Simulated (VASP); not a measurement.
# HfN (P3m1) in VASP: single point with PBEsol

Aim: the single point of HfN with PBEsol.

Everything below comes from runs of VASP 6.6.1. Logs are shortened: lines on timing, memory, paths and dates and some standing lists are left out, and cuts for length are marked.

### 1 The cell of the first run

Symmetry: P3m1, No. 156, trigonal system. Conventional cell: a = 3.183 Å, b = 3.183 Å, c = 16.094 Å, α = 90.00°, β = 90.00°, γ = 120.00°. Within 3.0 Å of Hf (site symmetry 3m) lie 6 N at 2.25 Å. Within 3.0 Å of Hf (site symmetry 3m) lie 6 N at 2.25 Å. Within 3.0 Å of Hf (site symmetry 3m) lie 6 N at 2.25 Å. Hf (site symmetry 3m) has 6 N at 2.25 Å within 3.0 Å. Within 3.0 Å of Hf (site symmetry 3m) lie 6 N at 2.25 Å. Within 3.0 Å of Hf (site symmetry 3m) lie 6 N at 2.25 to 2.57 Å. N (site symmetry 3m) has 6 Hf at 2.25 Å within 3.0 Å. Within 3.0 Å of N (site symmetry 3m) lie 6 Hf at 2.25 Å.

### 2 Single point, PBEsol (the distance across one plane changed)

File INCAR:

```
SYSTEM = HfN
ALGO     = Fast           ! electronic algorithm
EDIFF    = 1E-6           ! SCF threshold, eV
ENCUT    = 520            ! plane-wave cutoff, eV
GGA      = PS             ! functional
ISIF     = 2              ! what is computed and relaxed
ISMEAR   = 0              ! smearing method
LASPH    = .TRUE.         ! aspherical terms in the spheres
LCHARG   = .TRUE.         ! write CHGCAR
LELF     = .TRUE.         ! ELF
LREAL    = .FALSE.        ! projectors in reciprocal space
LVHAR    = .TRUE.       
LWAVE    = .FALSE.        ! write WAVECAR
NBANDS   = 57             ! bands
NELM     = 80             ! most SCF steps
PREC     = Accurate       ! precision mode
SIGMA    = 0.15           ! smearing width, eV
```

File KPOINTS:

```
k-points
0
G
  21 21 4
  0 0 0
```

File POSCAR:

```
HfN
1.0
    2.2507757577     -2.2507757577      0.0000000000
    2.2507757577      0.0000000000     -2.2507757577
    9.2917781652      9.2917781652      9.2917781652
Hf N
6 6
Direct
    1.0000000000      0.0000000000      0.3633495738
    0.3333333333      0.3333333333      0.2018608744
    0.6666666667      0.6666666667      0.5248382733
    1.0000000000      1.0000000000      0.8478156723
    0.3333333333      0.3333333333      0.6863269728
    0.6666666667      0.6666666667      0.0403721749
    0.6666666667      0.6666666667      0.2826052241
    0.0000000000      0.0000000000      0.1211165246
    0.3333333333      0.3333333333      0.4440939236
    0.6666666667      0.6666666667      0.7670713225
    1.0000000000      1.0000000000      0.6055826231
    0.3333333333      0.3333333333      0.9285600220
```

Potentials or basis: VASP PAW PBE potentials, release 64 (Hf_pv, N).

The run is started by

```sh
$ cat potpaw_PBE.64/Hf_pv/POTCAR potpaw_PBE.64/N/POTCAR > POTCAR
$ mpirun -np 1 vasp_std > vasp.out
```

OUTCAR:

```text
SYSTEM = HfN
   EDIFF = 1E-6
   ENCUT = 520
   GGA = PS
   ISIF = 2
   ISMEAR = 0
   LASPH = .TRUE.
   LREAL = .FALSE.
   NELM = 80
   PREC = Accurate

 ion  position               nearest neighbor table
   1  0.000  0.000  0.363-   7 2.25   7 2.25   7 2.25   9 2.25   9 2.25   9 2.25   2 3.18   2 3.18
                             2 3.18   3 3.18   3 3.18   3 3.18
   2  0.333  0.333  0.202-   7 2.25   7 2.25   7 2.25   8 2.25   8 2.25   8 2.25   1 3.18   1 3.18
                             1 3.18   6 3.18   6 3.18   6 3.18
   3  0.667  0.667  0.525-   9 2.25   9 2.25   9 2.25  11 2.25  11 2.25  11 2.25   1 3.18   5 3.18
                             5 3.18   1 3.18   1 3.18   5 3.18
   4  0.000  0.000  0.848-  12 2.25  12 2.25  12 2.25  10 2.25  10 2.25  10 2.25   5 3.18   5 3.18
                             5 3.18   6 3.60   6 3.60   6 3.60
   5  0.333  0.333  0.686-  10 2.25  10 2.25  11 2.25  11 2.25  11 2.25  10 2.25   4 3.18   3 3.18
                             3 3.18   4 3.18   4 3.18   3 3.18
   6  0.667  0.667  0.040-   8 2.25   8 2.25   8 2.25  12 2.57  12 2.57  12 2.57   2 3.18   2 3.18
                             2 3.18   4 3.60   4 3.60   4 3.60
   7  0.667  0.667  0.283-   1 2.25   2 2.25   2 2.25   1 2.25   1 2.25   2 2.25
   8  0.000  0.000  0.121-   6 2.25   6 2.25   6 2.25   2 2.25   2 2.25   2 2.25
   9  0.333  0.333  0.444-   3 2.25   3 2.25   3 2.25   1 2.25   1 2.25   1 2.25
  10  0.667  0.667  0.767-   5 2.25   5 2.25   5 2.25   4 2.25   4 2.25   4 2.25
  11  0.000  0.000  0.606-   5 2.25   5 2.25   5 2.25   3 2.25   3 2.25   3 2.25
  12  0.333  0.333  0.929-   4 2.25   4 2.25   4 2.25   6 2.57   6 2.57   6 2.57

  LATTYP: Found a hexagonal cell.
 ALAT       =     3.1830776024
 C/A-ratio  =     5.0560601673

  Lattice vectors:

 A1 = (  -2.2507757577,   0.0000000000,   2.2507757577)
 A2 = (   2.2507757577,  -2.2507757577,   0.0000000000)
 A3 = (   9.2917781652,   9.2917781652,   9.2917781652)

Analysis of symmetry for initial positions (statically):
=====================================================================
 Subroutine PRICEL returns:
 Original cell was already a primitive cell.

 Routine SETGRP: Setting up the symmetry group for a
 hexagonal supercell.

 Subroutine GETGRP returns: Found  6 space group operations
 (whereof  6 operations were pure point group operations)
 out of a pool of 24 trial point group operations.

The static configuration has the point symmetry C_3v.

Analysis of symmetry for dynamics (positions and initial velocities):
=====================================================================
 Subroutine PRICEL returns:
 Original cell was already a primitive cell.

 Routine SETGRP: Setting up the symmetry group for a
 hexagonal supercell.

 Subroutine GETGRP returns: Found  6 space group operations
 (whereof  6 operations were pure point group operations)
 out of a pool of 24 trial point group operations.

The dynamic configuration has the point symmetry C_3v.

 Subroutine INISYM returns: Found  6 space group operations
 (whereof  6 operations are pure point group operations),
 and found     1 'primitive' translations

----------------------------------------------------------------------------------------

                                     Primitive cell

  volume of cell :     141.2162

  direct lattice vectors                    reciprocal lattice vectors
     2.250775758 -2.250775758  0.000000000     0.148097087 -0.296194174  0.148097087
     2.250775758  0.000000000 -2.250775758     0.148097087  0.148097087 -0.296194174
     9.291778165  9.291778165  9.291778165     0.035874009  0.035874009  0.035874009

  length of vectors
     3.183077602  3.183077602 16.093831875     0.362762296  0.362762296  0.062135606

  position of ions in fractional coordinates (direct lattice)
     0.000000000  0.000000000  0.363349574
     0.333333333  0.333333333  0.201860874
     0.666666667  0.666666667  0.524838273
     0.000000000  0.000000000  0.847815672
     0.333333333  0.333333333  0.686326973
     0.666666667  0.666666667  0.040372175
     0.666666667  0.666666667  0.282605224
     0.000000000  0.000000000  0.121116525
     0.333333333  0.333333333  0.444093924
     0.666666667  0.666666667  0.767071323
     0.000000000  0.000000000  0.605582623
     0.333333333  0.333333333  0.928560022

  ion indices of the primitive-cell ions
   primitive index   ion index
                 1           1
                 2           2
                 3           3
                 4           4
                 5           5
                 6           6
                 7           7
                 8           8
                 9           9
                10          10
                11          11
                12          12

----------------------------------------------------------------------------------------

 KPOINTS: k-points

Automatic generation of k-mesh.
 Grid dimensions read from file:
 generate k-points for:   21   21    4

 Generating k-lattice:

  Cartesian coordinates                     Fractional coordinates (reciprocal lattice)
     0.007052242 -0.014104484  0.007052242     0.047619048  0.000000000  0.000000000
     0.007052242  0.007052242 -0.014104484     0.000000000  0.047619048  0.000000000
     0.008968502  0.008968502  0.008968502     0.000000000  0.000000000  0.250000000

  Length of vectors
     0.017274395  0.017274395  0.015533902

  Shift w.r.t. Gamma in fractional coordinates (k-lattice)
     0.000000000  0.000000000  0.000000000

 Subroutine IBZKPT returns following result:
 ===========================================

 Found    181 irreducible k-points:

 Following reciprocal coordinates:
            Coordinates               Weight
  0.000000  0.000000  0.000000      1.000000
  0.047619  0.000000  0.000000      6.000000
  0.095238  0.000000  0.000000      6.000000
  0.142857  0.000000  0.000000      6.000000
  0.190476  0.000000  0.000000      6.000000
  0.238095  0.000000  0.000000      6.000000
[... 16 lines left out ...]
  0.238095  0.095238  0.000000     12.000000
  0.285714  0.095238 -0.000000     12.000000
 [... further k-points ...]
   k-points           NKPTS =    181   k-points in BZ     NKDIM =    181   number of bands    NBANDS=     57
   number of dos      NEDOS =    301   number of ions     NIONS =     12
   total plane-waves  NPLWV =  69120
   dimension x,y,z NGX =    24 NGY =   24 NGZ =  120
   dimension x,y,z NGXF=    48 NGYF=   48 NGZF=  240
   ions per type =               6   6
   NGX,Y,Z   is equivalent  to a cutoff of  12.53, 12.53, 12.40 a.u.
   NGXF,Y,Z  is equivalent  to a cutoff of  25.07, 25.07, 24.79 a.u.
 SYSTEM =  HfN
   PREC   = accura    normal or accurate (medium, high low for compatibility)
   ISTART =      0    job   : 0-new  1-cont  2-samecut
   ICHARG =      2    charge: 1-file 2-atom 10-const
   ISPIN  =      1    spin polarized calculation?
   LNONCOLLINEAR =      F non collinear calculations
   LSORBIT =      F    spin-orbit coupling
   LASPH  =      T    aspherical Exc in radial PAW
   ENCUT  =  520.0 eV  38.22 Ry    6.18 a.u.   5.92  5.92 29.92*2*pi/ulx,y,z
   NELM   =     80;   NELMIN=  2; NELMDL= -5     # of ELM steps
   EDIFF  = 0.1E-05   stopping-criterion for ELM
   LREAL  =      F    real-space projection
   EDIFFG = 0.1E-04   stopping-criterion for IOM
   NSW    =      0    number of steps for IOM
   IBRION =     -1    ionic relax: 0-MD 1-quasi-New 2-CG
   NFREE  =      0    steps in history (QN), initial steepest desc. (CG)
   ISIF   =      2    stress and relaxation
   ISYM   =      2    0-nonsym 1-usesym 2-fastsym
   POTIM  = 0.5000    time-step for ionic-motion
   TEBEG  =    0.0;   TEEND  =   0.0 temperature during run
   PSTRESS=    0.0 pullay stress
   NELECT =      90.0000    total number of electrons
   NUPDOWN=      -1.0000    fix difference up-down
   EMIN   =  10.00;   EMAX   =-10.00  energy-range for DOS
   EFERMI =   0.00;   METHOD = LEGACY
   ISMEAR =     0;   SIGMA  =   0.15  broadening in eV -4-tet -1-fermi 0-gaus
   EFERMI_NEDOS =   21; number of points for ismear=-14 and -15
   IALGO  =     68    algorithm
   IMIX   =      4    mixing-type and parameters
     AMIX     =   0.40;   BMIX     =  1.00
     AMIX_MAG =   1.60;   BMIX_MAG =  1.00
  volume/ion in A,a.u.               =      11.77        79.41
  Fermi-wavevector in a.u.,A,eV,Ry     =   1.408837  2.662316 27.005147  1.984822
  Thomas-Fermi vector in A             =   2.530954
   LORBIT       =      0    0 simple, 1 ext, 2 COOP (PROOUT), +10 PAW based schemes
   GGA     = PS    functional components
   LHFCALC =     F    Hartree Fock is set to
   AEXX    =    0.0000 exact exchange contribution
   IVDW    =     0    specifies the selected vdW correction
   LEPSILON=     F    determine dielectric tensor
   LRPA    =     F    only Hartree local field effects (RPA)
 non-spin polarized calculation
 RMM-DIIS sequential band-by-band and
 Gauss-broadening in eV      SIGMA  =   0.15
  energy-cutoff  :      520.00
  volume of cell :      141.22
 maximum number of plane-waves:      3837
   NGX = 11   NGY = 11   NGZ = 59

 number of electron      90.0000018 magnetization

 Free energy of the ion-electron system (eV)
  ---------------------------------------------------
  ext. energy  EPLUGINS =         0.00000000
  ---------------------------------------------------
  free energy    TOTEN  =      -136.99617732 eV

  energy without entropy =     -136.95522444  energy(sigma->0) =     -136.97570088

 E-fermi :   7.9293     XC(G=0): -12.7726

 val. band max:        7.9282528022   @ k =   0.2381   0.0476   0.2500
 cond. band min:       7.9343483457   @ k =   0.1905   0.0000   0.2500
 fundamental gap:      0.0060955435
 Fermi energy:         7.9293082043

 k-point     1 :       0.0000    0.0000    0.0000
  band No.  band energies     occupation
      1     -24.0705      2.00000
      2     -23.9080      2.00000
      3     -23.7870      2.00000
      4     -23.4828      2.00000
      5     -23.3126      2.00000
      6     -23.2945      2.00000
[... 1429 lines left out ...]
     56      11.0876      0.00000
     57      11.3465      0.00000

 [... further k-points ...]

------------------------ aborting loop because EDIFF is reached ----------------------------------------

  FORCE on cell =-STRESS in cart. coord.  units (eV):
  Direction    XX          YY          ZZ          XY          YZ          ZX
  --------------------------------------------------------------------------------------
  -------------------------------------------------------------------------------------
  Total       -6.5104389     -6.5104389     -6.5104389     -2.0434754     -2.0434754     -2.0434754
  in kB      -73.8645928    -73.8645928    -73.8645928    -23.1843786    -23.1843786    -23.1843786
  external PRESSURE =     -73.8645928 kB  Pullay stress =       0.0000000 kB

 VOLUME and BASIS-vectors are now :
 -----------------------------------------------------------------------------
  energy-cutoff  :      520.00
  volume of cell :      141.22
      direct lattice vectors                 reciprocal lattice vectors
     2.250775758 -2.250775758  0.000000000     0.148097087 -0.296194174  0.148097087
     2.250775758  0.000000000 -2.250775758     0.148097087  0.148097087 -0.296194174
     9.291778165  9.291778165  9.291778165     0.035874009  0.035874009  0.035874009

 POSITION                                       TOTAL-FORCE (eV/Angst)
 -----------------------------------------------------------------------------------
      3.37616      3.37616      3.37616         0.192549      0.192549      0.192549
      3.37616      1.12539      1.12539        -0.396519     -0.396519     -0.396519
      7.87772      3.37616      3.37616        -0.109350     -0.109350     -0.109350
      7.87772      7.87772      7.87772         0.874940      0.874940      0.874940
      7.87772      5.62694      5.62694         0.088111      0.088111      0.088111
      3.37616     -1.12539     -1.12539        -1.295331     -1.295331     -1.295331
      5.62694      1.12539      1.12539         0.014272      0.014272      0.014272
      1.12539      1.12539      1.12539        -0.137825     -0.137825     -0.137825
      5.62694      3.37616      3.37616         0.010627      0.010627      0.010627
     10.12849      5.62694      5.62694         0.151999      0.151999      0.151999
      5.62694      5.62694      5.62694        -0.070690     -0.070690     -0.070690
     10.12849      7.87772      7.87772         0.677217      0.677217      0.677217
 -----------------------------------------------------------------------------------
    total drift:                                0.000203      0.000203      0.000203

  FREE ENERGIE OF THE ION-ELECTRON SYSTEM (eV)
  ---------------------------------------------------
  free  energy   TOTEN  =      -136.9961773171 eV

  energy  without entropy=     -136.9552244363  energy(sigma->0) =     -136.97570088
```

It took 62 min on 1 thread of Oxide Virtual Turin-like, shared host; peak memory 0.96 GiB.

Results:

* Free energy: -136.9962 eV
* Pressure: -7.4 GPa
* Largest force: 2.244 eV/Å
* Band gap on the k mesh: zero (bands 45 and 46 overlap by 1.26 eV)

Forces in eV/Å, atoms in the order of the input:
```
Hf   0.193  0.193  0.193
Hf  -0.397 -0.397 -0.397
Hf  -0.109 -0.109 -0.109
Hf   0.875  0.875  0.875
Hf   0.088  0.088  0.088
Hf  -1.295 -1.295 -1.295
N    0.014  0.014  0.014
N   -0.138 -0.138 -0.138
N    0.011  0.011  0.011
N    0.152  0.152  0.152
N   -0.071 -0.071 -0.071
N    0.677  0.677  0.677
```

Caveat: the cell differs from its parent crystal (the distance across one plane changed); the cell stands under tension; the PAW data sets were made with another functional, which shifts forces and pressure a little; spin-orbit coupling is left out, which moves the levels of the heavy elements.
